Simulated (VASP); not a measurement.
# Mo4Rh3 (Pm-3m) in VASP: relaxation of cell and atoms with PBE

Aim: the relaxation of cell and atoms of Mo4Rh3 with PBE.

All numbers are computed with VASP 6.6.1; they aren't measurements. Logs are shortened: lines on timing, memory, paths and dates and some standing lists are left out, and cuts for length are marked.

### Step 1. The cell of the first run

The structure is cubic, space group Pm-3m (No. 221). Conventional cell: a = 5.032 Å, b = 5.032 Å, c = 5.032 Å, α = 90.00°, β = 90.00°, γ = 90.00°. Mo (site symmetry 4/mmm) has 4 Rh at 2.52 Å within 3.3 Å. Mo (site symmetry m-3m) has 6 Rh at 2.52 Å within 3.3 Å. Rh (site symmetry 4/mmm) has 6 Mo at 2.52 Å within 3.3 Å.

The cell was generated, and may not be a known phase.

### Step 2. Relaxation of cell and atoms, PBE

INCAR reads:

```
  ALGO = Fast
  EDIFF = 1E-7
  EDIFFG = -0.01
  ENCUT = 600
  GGA = PE
  IBRION = 2
  ISIF = 3
  ISMEAR = 0
  LASPH = True
  LCHARG = False
  LREAL = False
  LWAVE = False
  NELM = 80
  NSW = 100
  PREC = Accurate
  SIGMA = 0.1
```

KPOINTS reads:

```
k-points
0
Gamma
  8 8 8
```

POSCAR reads:

```
Mo4Rh3
1.0
    5.0320962573      0.0000000000      0.0000000000
    0.0000000000      5.0320962573      0.0000000000
    0.0000000000      0.0000000000      5.0320962573
Mo Rh
4 3
Direct
    0.5000000000      0.0000000000      0.0000000000
    0.0000000000      0.5000000000      0.0000000000
    0.0000000000      0.0000000000      0.5000000000
    0.5000000000      0.5000000000      0.5000000000
    0.0000000000      0.5000000000      0.5000000000
    0.5000000000      0.0000000000      0.5000000000
    0.5000000000      0.5000000000      0.0000000000
```

Potentials or basis: VASP PAW PBE potentials, release 64 (Mo_sv, Rh_pv).

Launch:

```bash
$ cat potpaw_PBE.64/Mo_sv/POTCAR potpaw_PBE.64/Rh_pv/POTCAR > POTCAR
$ mpirun -np 1 vasp_std > vasp.out
```

OUTCAR:

```text
EDIFF = 1E-7
   EDIFFG = -0.01
   ENCUT = 600
   GGA = PE
   IBRION = 2
   ISIF = 3
   ISMEAR = 0
   LASPH = True
   LREAL = False
   NELM = 80
   NSW = 100
   PREC = Accurate

 ion  position               nearest neighbor table
   1  0.500  0.000  0.000-   6 2.52   7 2.52   6 2.52   7 2.52
   2  0.000  0.500  0.000-   5 2.52   7 2.52   5 2.52   7 2.52
   3  0.000  0.000  0.500-   5 2.52   6 2.52   5 2.52   6 2.52
   4  0.500  0.500  0.500-   5 2.52   6 2.52   7 2.52   7 2.52   6 2.52   5 2.52
   5  0.000  0.500  0.500-   2 2.52   3 2.52   4 2.52   2 2.52   3 2.52   4 2.52
   6  0.500  0.000  0.500-   1 2.52   3 2.52   4 2.52   1 2.52   4 2.52   3 2.52
   7  0.500  0.500  0.000-   1 2.52   2 2.52   4 2.52   4 2.52   1 2.52   2 2.52

  LATTYP: Found a simple cubic cell.
 ALAT       =     5.0320962573

  Lattice vectors:

 A1 = (   5.0320962573,   0.0000000000,   0.0000000000)
 A2 = (   0.0000000000,   5.0320962573,   0.0000000000)
 A3 = (   0.0000000000,   0.0000000000,   5.0320962573)

Analysis of symmetry for initial positions (statically):
=====================================================================
 Subroutine PRICEL returns:
 Original cell was already a primitive cell.

 Routine SETGRP: Setting up the symmetry group for a
 simple cubic supercell.

 Subroutine GETGRP returns: Found 48 space group operations
 (whereof 48 operations were pure point group operations)
 out of a pool of 48 trial point group operations.

The static configuration has the point symmetry O_h .

Analysis of symmetry for dynamics (positions and initial velocities):
=====================================================================
 Subroutine PRICEL returns:
 Original cell was already a primitive cell.

 Routine SETGRP: Setting up the symmetry group for a
 simple cubic supercell.

 Subroutine GETGRP returns: Found 48 space group operations
 (whereof 48 operations were pure point group operations)
 out of a pool of 48 trial point group operations.

The dynamic configuration has the point symmetry O_h .

 Subroutine INISYM returns: Found 48 space group operations
 (whereof 48 operations are pure point group operations),
 and found     1 'primitive' translations

----------------------------------------------------------------------------------------

                                     Primitive cell

  volume of cell :     127.4227

  direct lattice vectors                    reciprocal lattice vectors
     5.032096257  0.000000000  0.000000000     0.198724338  0.000000000  0.000000000
     0.000000000  5.032096257  0.000000000     0.000000000  0.198724338  0.000000000
     0.000000000  0.000000000  5.032096257     0.000000000  0.000000000  0.198724338

  length of vectors
     5.032096257  5.032096257  5.032096257     0.198724338  0.198724338  0.198724338

  position of ions in fractional coordinates (direct lattice)
     0.500000000  0.000000000  0.000000000
     0.000000000  0.500000000  0.000000000
     0.000000000  0.000000000  0.500000000
     0.500000000  0.500000000  0.500000000
     0.000000000  0.500000000  0.500000000
     0.500000000  0.000000000  0.500000000
     0.500000000  0.500000000  0.000000000

  ion indices of the primitive-cell ions
   primitive index   ion index
                 1           1
                 2           2
                 3           3
                 4           4
                 5           5
                 6           6
                 7           7

----------------------------------------------------------------------------------------

 KPOINTS: k-points

Automatic generation of k-mesh.
 Grid dimensions read from file:
 generate k-points for:    8    8    8

 Generating k-lattice:

  Cartesian coordinates                     Fractional coordinates (reciprocal lattice)
     0.024840542  0.000000000  0.000000000     0.125000000  0.000000000  0.000000000
     0.000000000  0.024840542  0.000000000     0.000000000  0.125000000  0.000000000
     0.000000000  0.000000000  0.024840542     0.000000000  0.000000000  0.125000000

  Length of vectors
     0.024840542  0.024840542  0.024840542

  Shift w.r.t. Gamma in fractional coordinates (k-lattice)
     0.000000000  0.000000000  0.000000000

 Subroutine IBZKPT returns following result:
 ===========================================

 Found     35 irreducible k-points:

 Following reciprocal coordinates:
            Coordinates               Weight
  0.000000  0.000000  0.000000      1.000000
  0.125000  0.000000  0.000000      6.000000
  0.250000  0.000000  0.000000      6.000000
  0.375000  0.000000  0.000000      6.000000
  0.500000  0.000000  0.000000      3.000000
  0.125000  0.125000  0.000000     12.000000
[... 16 lines left out ...]
  0.375000  0.375000  0.125000     24.000000
  0.500000  0.375000  0.125000     24.000000
 [... further k-points ...]
   k-points           NKPTS =     35   k-points in BZ     NKDIM =     35   number of bands    NBANDS=     60
   number of dos      NEDOS =    301   number of ions     NIONS =      7
   total plane-waves  NPLWV =  64000
   dimension x,y,z NGX =    40 NGY =   40 NGZ =   40
   dimension x,y,z NGXF=    80 NGYF=   80 NGZF=   80
   ions per type =               4   3
   NGX,Y,Z   is equivalent  to a cutoff of  13.21, 13.21, 13.21 a.u.
   NGXF,Y,Z  is equivalent  to a cutoff of  26.43, 26.43, 26.43 a.u.
 SYSTEM =  unknown system
   PREC   = accura    normal or accurate (medium, high low for compatibility)
   ISTART =      0    job   : 0-new  1-cont  2-samecut
   ICHARG =      2    charge: 1-file 2-atom 10-const
   ISPIN  =      1    spin polarized calculation?
   LNONCOLLINEAR =      F non collinear calculations
   LSORBIT =      F    spin-orbit coupling
   LASPH  =      T    aspherical Exc in radial PAW
   ENCUT  =  600.0 eV  44.10 Ry    6.64 a.u.  10.05 10.05 10.05*2*pi/ulx,y,z
   NELM   =     80;   NELMIN=  2; NELMDL= -5     # of ELM steps
   EDIFF  = 0.1E-06   stopping-criterion for ELM
   LREAL  =      F    real-space projection
   EDIFFG = -.1E-01   stopping-criterion for IOM
   NSW    =    100    number of steps for IOM
   IBRION =      2    ionic relax: 0-MD 1-quasi-New 2-CG
   NFREE  =      1    steps in history (QN), initial steepest desc. (CG)
   ISIF   =      3    stress and relaxation
   ISYM   =      2    0-nonsym 1-usesym 2-fastsym
   POTIM  = 0.5000    time-step for ionic-motion
   TEBEG  =    0.0;   TEEND  =   0.0 temperature during run
   PSTRESS=    0.0 pullay stress
   NELECT =     101.0000    total number of electrons
   NUPDOWN=      -1.0000    fix difference up-down
   EMIN   =  10.00;   EMAX   =-10.00  energy-range for DOS
   EFERMI =   0.00;   METHOD = LEGACY
   ISMEAR =     0;   SIGMA  =   0.10  broadening in eV -4-tet -1-fermi 0-gaus
   EFERMI_NEDOS =   21; number of points for ismear=-14 and -15
   IALGO  =     68    algorithm
   IMIX   =      4    mixing-type and parameters
     AMIX     =   0.40;   BMIX     =  1.00
     AMIX_MAG =   1.60;   BMIX_MAG =  1.00
  volume/ion in A,a.u.               =      18.20       122.84
  Fermi-wavevector in a.u.,A,eV,Ry     =   1.515071  2.863069 31.231363  2.295440
  Thomas-Fermi vector in A             =   2.624644
   LORBIT       =      0    0 simple, 1 ext, 2 COOP (PROOUT), +10 PAW based schemes
   GGA     = PE    functional components
   LHFCALC =     F    Hartree Fock is set to
   AEXX    =    0.0000 exact exchange contribution
   IVDW    =     0    specifies the selected vdW correction
   LEPSILON=     F    determine dielectric tensor
   LRPA    =     F    only Hartree local field effects (RPA)
 conjugate gradient relaxation of ions
 non-spin polarized calculation
 RMM-DIIS sequential band-by-band and
 Gauss-broadening in eV      SIGMA  =   0.10
  energy-cutoff  :      600.00
  volume of cell :      127.42
 maximum number of plane-waves:      4337
   NGX = 21   NGY = 21   NGZ = 21

--------------------------------------- Ionic step        1  -------------------------------------------

 number of electron     101.0000004 magnetization

 Free energy of the ion-electron system (eV)
  ---------------------------------------------------
  ext. energy  EPLUGINS =         0.00000000
  ---------------------------------------------------
  free energy    TOTEN  =       -57.56690196 eV

  energy without entropy =      -57.52343256  energy(sigma->0) =      -57.54516726

------------------------ aborting loop because EDIFF is reached ----------------------------------------

  FORCE on cell =-STRESS in cart. coord.  units (eV):
  Direction    XX          YY          ZZ          XY          YZ          ZX
  --------------------------------------------------------------------------------------
  -------------------------------------------------------------------------------------
  Total        0.1339336      0.1339336      0.1339336     -0.0000000     -0.0000000     -0.0000000
  in kB        1.6840432      1.6840432      1.6840432     -0.0000000     -0.0000000     -0.0000000
  external PRESSURE =       1.6840432 kB  Pullay stress =       0.0000000 kB
[... 67 lines left out ...]
  energy  without entropy=      -57.5231123477  energy(sigma->0) =      -57.54491473

--------------------------------------- Ionic step        3  -------------------------------------------

 number of electron     101.0000005 magnetization

 Free energy of the ion-electron system (eV)
  ---------------------------------------------------
  ext. energy  EPLUGINS =         0.00000000
  ---------------------------------------------------
  free energy    TOTEN  =       -57.56696533 eV

  energy without entropy =      -57.52345015  energy(sigma->0) =      -57.54520774

 E-fermi :   9.6480     XC(G=0): -12.2518

 val. band max:        9.6349283184   @ k =   0.5000   0.2500   0.0000
 cond. band min:       9.6604232648   @ k =   0.2500   0.2500   0.1250
 fundamental gap:      0.0254949464
 Fermi energy:         9.6479828438

 k-point     1 :       0.0000    0.0000    0.0000
  band No.  band energies     occupation
      1     -52.0365      2.00000
      2     -51.8406      2.00000
      3     -51.8312      2.00000
      4     -51.8312      2.00000
      5     -37.5679      2.00000
      6     -37.5679      2.00000
[... 1501 lines left out ...]
     59      10.6631      0.00000
     60      10.6845      0.00000

 [... further k-points ...]

------------------------ aborting loop because EDIFF is reached ----------------------------------------

  FORCE on cell =-STRESS in cart. coord.  units (eV):
  Direction    XX          YY          ZZ          XY          YZ          ZX
  --------------------------------------------------------------------------------------
  -------------------------------------------------------------------------------------
  Total       -0.0006572     -0.0006572     -0.0006572     -0.0000000      0.0000000     -0.0000000
  in kB       -0.0082555     -0.0082555     -0.0082555     -0.0000000      0.0000000     -0.0000000
  external PRESSURE =      -0.0082555 kB  Pullay stress =       0.0000000 kB
[... 22 lines left out ...]
  FREE ENERGIE OF THE ION-ELECTRON SYSTEM (eV)
  ---------------------------------------------------
  free  energy   TOTEN  =       -57.5669653265 eV

  energy  without entropy=      -57.5234501501  energy(sigma->0) =      -57.54520774

 reached required accuracy - stopping structural energy minimisation
```

Run time: 8.8 min. Hardware: 1 thread of Intel Xeon 6975P-C (Granite Rapids), shared host; peak memory 0.42 GiB.

Results:

- Free energy: -57.5670 eV
- Relaxed volume: 18.22 Å³/atom
- Relaxed cell: a = 5.034 Å, b = 5.034 Å, c = 5.034 Å, α = 90.00°, β = 90.00°, γ = 90.00°
- Space group after relaxing (to 0.1 Å): Pm-3m (No. 221)
- Energy gained by relaxing: 0.0 meV/atom
- Ionic steps: 3
- Pressure after relaxing: 0.0 GPa
- Band gap on the k mesh: zero (an odd number of electrons rules out a gap without spin polarisation)

Final structure:
```
Mo Rh
1.0
     5.03367    0.00000    0.00000
     0.00000    5.03367    0.00000
     0.00000    0.00000    5.03367
Mo Rh
4 3
Direct
  0.50000 0.00000 0.00000
  0.00000 0.50000 0.00000
  0.00000 0.00000 0.50000
  0.50000 0.50000 0.50000
  0.00000 0.50000 0.50000
  0.50000 0.00000 0.50000
  0.50000 0.50000 0.00000
```

Levels at points of the mesh, in eV from the Fermi level:
```csv
k point,band 49,band 50,band 51,band 52,band 53,band 54
"(0.00, 0.00, 0.00)",0.60,0.60,0.97,0.97,0.97,0.98
"(0.50, 0.00, 0.00)",-0.78,0.19,0.45,0.45,0.56,0.56
"(0.50, 0.50, 0.00)",-1.00,-1.00,-0.89,-0.89,-0.56,-0.56
"(0.50, 0.50, 0.50)",-1.56,-1.29,-1.29,-1.29,-0.03,-0.03
```

The gap in the log of VASP goes by the Fermi energy; the results here count the filled bands.